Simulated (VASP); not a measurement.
Pt: single point with LDA

Pt:

```
CELL_PARAMETERS angstrom
0.00000 1.94683 1.84462
2.16098 0.00000 1.84462
2.16098 1.94683 0.00000
ATOMIC_POSITIONS crystal
Pt 0.00000 0.00000 0.00000
```

This cell differs from its parent crystal: normal strain along x +0.1100, normal strain along z -0.0525.

```
Program                : VASP 6.6.1
Task                   : single point
Functional             : LDA
Potentials or basis    : VASP PAW LDA potentials, release 64 (Pt)
Cutoff                 : 520 eV
k mesh                 : 20 × 20 × 20
Occupations            : gaussian, width 0.15 eV
Spin                   : no spin polarisation
Dipole correction      : no
Further INCAR settings : ALGO = Fast; EDIFF = 1e-06; NBANDS = 11
```

```
Pressure               : -10.5 GPa
Band gap on the k mesh : zero (bands 5 and 6 overlap by 2.79 eV)
```

Stress tensor (GPa, compression positive):
```
-20.52   0.00   0.00
  0.00  -5.90   0.00
  0.00   0.00  -5.17
```

Levels at points of the mesh, in eV from the Fermi level:
```
           k point  band 1  band 2  band 3  band 4  band 5  band 6  band 7  band 8  band 9  band 10
(0.00, 0.00, 0.00)   -9.85   -4.54   -3.18   -2.69   -2.53   -0.63   15.09   17.59   19.83    21.38
(0.50, 0.00, 0.00)   -6.96   -4.35   -2.82   -0.24   -0.22    0.41    5.85   13.75   18.07    20.42
(0.50, 0.50, 0.00)   -6.62   -6.21   -0.07   -0.04    1.16    3.36    9.96   10.42   10.53    19.26
(0.50, 0.00, 0.50)   -6.70   -6.07   -0.29   -0.24    1.28    2.24    9.23   10.81   11.67    20.33
(0.00, 0.50, 0.50)   -6.90   -6.33    0.22    0.29    0.42    0.59    6.53   12.76   13.19    21.33
```

Wall time 6.6 min on 1 thread of Intel Xeon 8259CL (shared host), peak memory 0.27 GiB.

Caveat: the cell differs from its parent crystal (normal strain along x +0.1100, normal strain along z -0.0525); the stress differs along the axes, from -21 to -5 GPa; spin-orbit coupling is left out, which moves the levels of the heavy elements.
